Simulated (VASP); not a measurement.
# Ge (I4_1/amd) in VASP: notebook, part 2 of 2

VASP 6.6.1.

## Step 4: Single point, PBEsol (strain +0.025 along x and y, +0.050 along z)

File INCAR:

```
SYSTEM = Ge
PREC = Accurate
ENCUT = 520
EDIFF = 1E-6
ISMEAR = 0
SIGMA = 0.15
LREAL = .FALSE.
LASPH = .TRUE.
NELM = 60
ALGO = Normal
ISIF = 2
LWAVE = .FALSE.
LCHARG = .FALSE.
GGA = PS
NBANDS = 21
```

File KPOINTS:

```
Automatic mesh
0
G
  14 14 14
  0 0 0
```

File POSCAR:

```
Ge
1.0
    0.0000000000      2.8994892500      2.9702085000
    2.8994892500      0.0000000000      2.9702085000
    2.8994892500      2.8994892500      0.0000000000
Ge
2
Direct
    0.5000000000      0.5000000000      0.5000000000
    0.7500000000      0.7500000000      0.7500000000
```

Potentials or basis: VASP PAW PBE potentials, release 64 (Ge_d).

The run is started by

```
cat potpaw_PBE.64/Ge_d/POTCAR > POTCAR
mpirun -np 1 vasp_std > vasp.out
```

OUTCAR:

```text
SYSTEM = Ge
   PREC = Accurate
   ENCUT = 520
   EDIFF = 1E-6
   ISMEAR = 0
   LREAL = .FALSE.
   LASPH = .TRUE.
   NELM = 60
   ISIF = 2
   GGA = PS

 ion  position               nearest neighbor table
   1  0.500  0.500  0.500-   2 2.53   2 2.53   2 2.53   2 2.53
   2  0.750  0.750  0.750-   1 2.53   1 2.53   1 2.53   1 2.53

  LATTYP: Found a body centered tetragonal cell.
 ALAT       =     4.1004970213
 C/A-ratio  =     1.4487065761

  Lattice vectors:

 A1 = (  -2.8994892500,   0.0000000000,   2.9702085000)
 A2 = (   2.8994892500,   0.0000000000,   2.9702085000)
 A3 = (   0.0000000000,   2.8994892500,  -2.9702085000)

Analysis of symmetry for initial positions (statically):
=====================================================================
 Subroutine PRICEL returns:
 Original cell was already a primitive cell.

 Routine SETGRP: Setting up the symmetry group for a
 body centered tetragonal supercell.

 Subroutine GETGRP returns: Found 16 space group operations
 (whereof  8 operations were pure point group operations)
 out of a pool of 16 trial point group operations.

The static configuration has the point symmetry D_2d.
 The point group associated with its full space group is D_4h.

Analysis of symmetry for dynamics (positions and initial velocities):
=====================================================================
 Subroutine PRICEL returns:
 Original cell was already a primitive cell.

 Routine SETGRP: Setting up the symmetry group for a
 body centered tetragonal supercell.

 Subroutine GETGRP returns: Found 16 space group operations
 (whereof  8 operations were pure point group operations)
 out of a pool of 16 trial point group operations.

The dynamic configuration has the point symmetry D_2d.
 The point group associated with its full space group is D_4h.

 Subroutine INISYM returns: Found 16 space group operations
 (whereof  8 operations are pure point group operations),
 and found     1 'primitive' translations

----------------------------------------------------------------------------------------

                                     Primitive cell

  volume of cell :      49.9413

  direct lattice vectors                    reciprocal lattice vectors
     0.000000000  2.899489250  2.970208500    -0.172444164  0.172444164  0.168338351
     2.899489250  0.000000000  2.970208500     0.172444164 -0.172444164  0.168338351
     2.899489250  2.899489250  0.000000000     0.172444164  0.172444164 -0.168338351

  length of vectors
     4.150804313  4.150804313  4.100497021     0.296330525  0.296330525  0.296330525

  position of ions in fractional coordinates (direct lattice)
     0.500000000  0.500000000  0.500000000
     0.750000000  0.750000000  0.750000000

  ion indices of the primitive-cell ions
   primitive index   ion index
                 1           1
                 2           2

----------------------------------------------------------------------------------------

 KPOINTS: Automatic mesh

Automatic generation of k-mesh.
 Grid dimensions read from file:
 generate k-points for:   14   14   14

 Generating k-lattice:

  Cartesian coordinates                     Fractional coordinates (reciprocal lattice)
    -0.012317440  0.012317440  0.012024168     0.071428571  0.000000000  0.000000000
     0.012317440 -0.012317440  0.012024168     0.000000000  0.071428571  0.000000000
     0.012317440  0.012317440 -0.012024168    -0.000000000 -0.000000000  0.071428571

  Length of vectors
     0.021166466  0.021166466  0.021166466

  Shift w.r.t. Gamma in fractional coordinates (k-lattice)
     0.000000000  0.000000000  0.000000000

 Subroutine IBZKPT returns following result:
 ===========================================

 Found    244 irreducible k-points:

 Following reciprocal coordinates:
            Coordinates               Weight
  0.000000  0.000000  0.000000      1.000000
  0.071429  0.000000  0.000000      8.000000
  0.142857  0.000000  0.000000      8.000000
  0.214286 -0.000000  0.000000      8.000000
  0.285714 -0.000000  0.000000      8.000000
  0.357143  0.000000  0.000000      8.000000
[... 16 lines left out ...]
  0.214286  0.142857  0.000000      8.000000
  0.285714  0.142857  0.000000      8.000000
 [... further k-points ...]
   k-points           NKPTS =    244   k-points in BZ     NKDIM =    244   number of bands    NBANDS=     21
   number of dos      NEDOS =    301   number of ions     NIONS =      2
   total plane-waves  NPLWV =  30720
   dimension x,y,z NGX =    32 NGY =   32 NGZ =   30
   dimension x,y,z NGXF=    64 NGYF=   64 NGZF=   60
   ions per type =               2
   NGX,Y,Z   is equivalent  to a cutoff of  12.82, 12.82, 12.16 a.u.
   NGXF,Y,Z  is equivalent  to a cutoff of  25.63, 25.63, 24.33 a.u.
 SYSTEM =  Ge
   PREC   = accura    normal or accurate (medium, high low for compatibility)
   ISTART =      0    job   : 0-new  1-cont  2-samecut
   ICHARG =      2    charge: 1-file 2-atom 10-const
   ISPIN  =      1    spin polarized calculation?
   LNONCOLLINEAR =      F non collinear calculations
   LSORBIT =      F    spin-orbit coupling
   LASPH  =      T    aspherical Exc in radial PAW
   ENCUT  =  520.0 eV  38.22 Ry    6.18 a.u.   7.72  7.72  7.62*2*pi/ulx,y,z
   NELM   =     60;   NELMIN=  2; NELMDL= -5     # of ELM steps
   EDIFF  = 0.1E-05   stopping-criterion for ELM
   LREAL  =      F    real-space projection
   EDIFFG = 0.1E-04   stopping-criterion for IOM
   NSW    =      0    number of steps for IOM
   IBRION =     -1    ionic relax: 0-MD 1-quasi-New 2-CG
   NFREE  =      0    steps in history (QN), initial steepest desc. (CG)
   ISIF   =      2    stress and relaxation
   ISYM   =      2    0-nonsym 1-usesym 2-fastsym
   POTIM  = 0.5000    time-step for ionic-motion
   TEBEG  =    0.0;   TEEND  =   0.0 temperature during run
   PSTRESS=    0.0 pullay stress
   NELECT =      28.0000    total number of electrons
   NUPDOWN=      -1.0000    fix difference up-down
   EMIN   =  10.00;   EMAX   =-10.00  energy-range for DOS
   EFERMI =   0.00;   METHOD = LEGACY
   ISMEAR =     0;   SIGMA  =   0.15  broadening in eV -4-tet -1-fermi 0-gaus
   EFERMI_NEDOS =   21; number of points for ismear=-14 and -15
   IALGO  =     38    algorithm
   IMIX   =      4    mixing-type and parameters
     AMIX     =   0.40;   BMIX     =  1.00
     AMIX_MAG =   1.60;   BMIX_MAG =  1.00
  volume/ion in A,a.u.               =      24.97       168.51
  Fermi-wavevector in a.u.,A,eV,Ry     =   1.349918  2.550976 24.793622  1.822280
  Thomas-Fermi vector in A             =   2.477466
   LORBIT       =      0    0 simple, 1 ext, 2 COOP (PROOUT), +10 PAW based schemes
   GGA     = PS    functional components
   LHFCALC =     F    Hartree Fock is set to
   AEXX    =    0.0000 exact exchange contribution
   IVDW    =     0    specifies the selected vdW correction
   LEPSILON=     F    determine dielectric tensor
   LRPA    =     F    only Hartree local field effects (RPA)
 non-spin polarized calculation
 Gauss-broadening in eV      SIGMA  =   0.15
  energy-cutoff  :      520.00
  volume of cell :       49.94
 maximum number of plane-waves:      1379
   NGX = 15   NGY = 15   NGZ = 15

 number of electron      27.9999995 magnetization

 Free energy of the ion-electron system (eV)
  ---------------------------------------------------
  ext. energy  EPLUGINS =         0.00000000
  ---------------------------------------------------
  free energy    TOTEN  =        -9.80140470 eV

  energy without entropy =       -9.79999832  energy(sigma->0) =       -9.80070151

 E-fermi :   3.8943     XC(G=0):  -9.6741

 val. band max:        3.8363975255   @ k =   0.0000   0.0000   0.0000
 cond. band min:       3.9064786508   @ k =   0.0714   0.0000   0.0000
 fundamental gap:      0.0700811252
 Fermi energy:         3.8942685788

 k-point     1 :       0.0000    0.0000    0.0000
  band No.  band energies     occupation
      1     -20.6968      2.00000
      2     -20.6968      2.00000
      3     -20.6932      2.00000
      4     -20.6662      2.00000
      5     -20.6660      2.00000
      6     -20.5079      2.00000
[... 13 lines left out ...]
     20      12.9297      0.00000
     21      13.3988      0.00000

 k-point     2 :       0.0714    0.0000    0.0000
  band No.  band energies     occupation
      1     -20.6992      2.00000
      2     -20.6976      2.00000
      3     -20.6942      2.00000
      4     -20.6628      2.00000
      5     -20.6628      2.00000
      6     -20.5104      2.00000
[... 520 lines left out ...]
 k-point    24 :       0.2857    0.1429    0.0000
  band No.  band energies     occupation
      1     -20.7150      2.00000
      2     -20.7107      2.00000
      3     -20.6923      2.00000
      4     -20.6449      2.00000
      5     -20.6237      2.00000
      6     -20.5565      2.00000
[... 13 lines left out ...]
     20      12.7286      0.00000
     21      13.5282      0.00000

 [... further k-points ...]
[... 5 lines left out ...]
  --------------------------------------------------------------------------------------
  -------------------------------------------------------------------------------------
  Total       -1.3483222     -1.3483222     -1.8380366      0.0000000      0.0000000      0.0000000
  in kB      -43.2557977    -43.2557977    -58.9664245      0.0000000      0.0000000      0.0000000
  external PRESSURE =     -48.4926733 kB  Pullay stress =       0.0000000 kB

 VOLUME and BASIS-vectors are now :
 -----------------------------------------------------------------------------
  energy-cutoff  :      520.00
  volume of cell :       49.94
      direct lattice vectors                 reciprocal lattice vectors
     0.000000000  2.899489250  2.970208500    -0.172444164  0.172444164  0.168338351
     2.899489250  0.000000000  2.970208500     0.172444164 -0.172444164  0.168338351
     2.899489250  2.899489250  0.000000000     0.172444164  0.172444164 -0.168338351

 POSITION                                       TOTAL-FORCE (eV/Angst)
 -----------------------------------------------------------------------------------
      2.89949      2.89949      2.97021        -0.000000     -0.000000     -0.000000
      4.34923      4.34923      4.45531         0.000000      0.000000      0.000000
 -----------------------------------------------------------------------------------
    total drift:                               -0.000000     -0.000000      0.000000

  FREE ENERGIE OF THE ION-ELECTRON SYSTEM (eV)
  ---------------------------------------------------
  free  energy   TOTEN  =        -9.8014046974 eV

  energy  without entropy=       -9.7999983228  energy(sigma->0) =       -9.80070151
```

OSZICAR:

```text
N       E                     dE             d eps       ncg     rms          rms(c)
DAV:   1     0.193280162421E+03    0.19328E+03   -0.14641E+04 11359   0.351E+03
DAV:   2     0.191218078736E+02   -0.17416E+03   -0.16868E+03 10288   0.612E+02
DAV:   3    -0.890594924842E+01   -0.28028E+02   -0.27852E+02 11913   0.145E+02
DAV:   4    -0.989708619521E+01   -0.99114E+00   -0.99061E+00 11543   0.321E+01
DAV:   5    -0.991406805811E+01   -0.16982E-01   -0.16981E-01 11743   0.470E+00    0.284E+00
DAV:   6    -0.983762462207E+01    0.76443E-01   -0.30721E-02 13872   0.231E+00    0.162E+00
DAV:   7    -0.980047258559E+01    0.37152E-01   -0.45494E-02 11872   0.232E+00    0.147E-01
DAV:   8    -0.980125139557E+01   -0.77881E-03   -0.57834E-03 11449   0.109E+00    0.490E-02
DAV:   9    -0.980138338608E+01   -0.13199E-03   -0.22556E-04 11805   0.202E-01    0.116E-02
DAV:  10    -0.980140399804E+01   -0.20612E-04   -0.25873E-05 13372   0.389E-02    0.537E-03
DAV:  11    -0.980140510147E+01   -0.11034E-05   -0.57360E-06 13930   0.380E-02    0.162E-03
DAV:  12    -0.980140469738E+01    0.40409E-06   -0.92381E-07  7084   0.193E-02
   1 F= -.98014047E+01 E0= -.98007015E+01  d E =-.140637E-02
```

It took 4.4 min on 1 thread of Intel Xeon 8259CL, shared host; peak memory 0.33 GiB.

Results:

* Free energy: -9.8014 eV
* Pressure: -4.8 GPa
* Band gap on the k mesh: zero (bands 14 and 15 overlap by 0.22 eV)

Caveat: the cell differs from its parent crystal (strain +0.025 along x and y, +0.050 along z); the cell stands under tension; semilocal functionals underestimate gaps, and a narrow one can read as zero; the PAW data sets were made with another functional, which shifts forces and pressure a little.

## Step 5: Single point, PBEsol (strain +0.050 along x and y, +0.025 along z)

File INCAR:

```
SYSTEM = Ge
PREC     = Accurate       ! precision mode
ENCUT    = 520            ! plane-wave cutoff, eV
EDIFF    = 1E-6           ! SCF threshold, eV
ISMEAR   = 0              ! smearing method
SIGMA    = 0.15           ! smearing width, eV
LREAL    = .False.        ! projectors in reciprocal space
LASPH    = .True.         ! aspherical terms in the spheres
NELM     = 60             ! most SCF steps
ALGO     = Normal         ! electronic algorithm
ISIF     = 2              ! what is computed and relaxed
LWAVE    = .False.        ! write WAVECAR
LCHARG   = .False.        ! write CHGCAR
GGA      = PS             ! functional
NBANDS   = 21             ! bands
```

File KPOINTS:

```
Automatic mesh
0
Gamma
  14 14 14
  0 0 0
```

File POSCAR:

```
Ge
1.0
    0.0000000000      2.9702085000      2.8994892500
    2.9702085000      0.0000000000      2.8994892500
    2.9702085000      2.9702085000      0.0000000000
Ge
2
Direct
    0.5000000000      0.5000000000      0.5000000000
    0.7500000000      0.7500000000      0.7500000000
```

The run is started by

```
cat potpaw_PBE.64/Ge_d/POTCAR > POTCAR
mpirun -np 1 vasp_std > vasp.out
```

Run time: 3.9 min. Hardware: 1 thread of Intel Xeon 8259CL, shared host; peak memory 0.32 GiB.

It converged, with:

```
Free energy            : -9.7613 eV
Pressure               : -5.8 GPa
Band gap on the k mesh : zero (bands 14 and 15 overlap by 0.17 eV)
```

Stress tensor (GPa, compression positive):
```
-6.28  0.00  0.00
 0.00 -6.28  0.00
 0.00  0.00 -4.86
```

Levels at points of the mesh, in eV from the Fermi level:
| k point | band 10 | band 11 | band 12 | band 13 | band 14 | band 15 | band 16 | band 17 | band 18 | band 19 |
| --- | --- | --- | --- | --- | --- | --- | --- | --- | --- | --- |
| (0.00, 0.00, 0.00) | -24.36 | -11.84 | -0.99 | 0.03 | 0.03 | 0.19 | 2.48 | 2.59 | 2.59 | 6.01 |
| (0.50, 0.00, 0.00) | -24.34 | -10.03 | -7.05 | -1.24 | -1.06 | -0.14 | 3.65 | 3.78 | 6.96 | 9.68 |
| (0.50, 0.50, 0.00) | -24.33 | -8.34 | -8.34 | -2.71 | -2.71 | 0.77 | 0.77 | 8.61 | 8.61 | 10.49 |
| (0.50, 0.00, 0.50) | -24.33 | -8.43 | -8.43 | -2.55 | -2.55 | 0.93 | 0.93 | 8.55 | 8.55 | 10.37 |

Caveat: the cell differs from its parent crystal (strain +0.050 along x and y, +0.025 along z); the cell stands under tension; semilocal functionals underestimate gaps, and a narrow one can read as zero; the PAW data sets were made with another functional, which shifts forces and pressure a little.

## Step 6: Summary

| cell | gap on the mesh (eV) | pressure (GPa) |
| --- | --- | --- |
| a = 4.102, b = 4.102, c = 4.000 Å, angles 60.8, 60.8, 58.4°, 2 atoms | none | -2.4 |
| a = 4.051, b = 4.051, c = 4.100 Å, angles 59.6, 59.6, 60.8°, 2 atoms | 0.03 | -2.5 |
| a = 4.151, b = 4.151, c = 4.100 Å, angles 60.4, 60.4, 59.2°, 2 atoms | none | -4.8 |
| a = 4.151, b = 4.151, c = 4.201 Å, angles 59.6, 59.6, 60.8°, 2 atoms | none | -5.8 |

Alike in all rows: task single point; level PBEsol; potentials or basis VASP PAW PBE potentials, release 64 (Ge_d); no spin polarisation; k mesh 14 × 14 × 14; cutoff (eV) 520; smearing gaussian 0.15 eV.

Caveats: semilocal functionals underestimate gaps, and a narrow one can read as zero; the PAW data sets were made with another functional, which shifts forces and pressure a little; the cell stands under tension (at least some runs); the smearing spreads over this small gap (at least some runs).

Total energies depend on the potentials used, so only differences within one code and one set of settings carry meaning.

The gap in the log of VASP goes by the Fermi energy; the results here count the filled bands.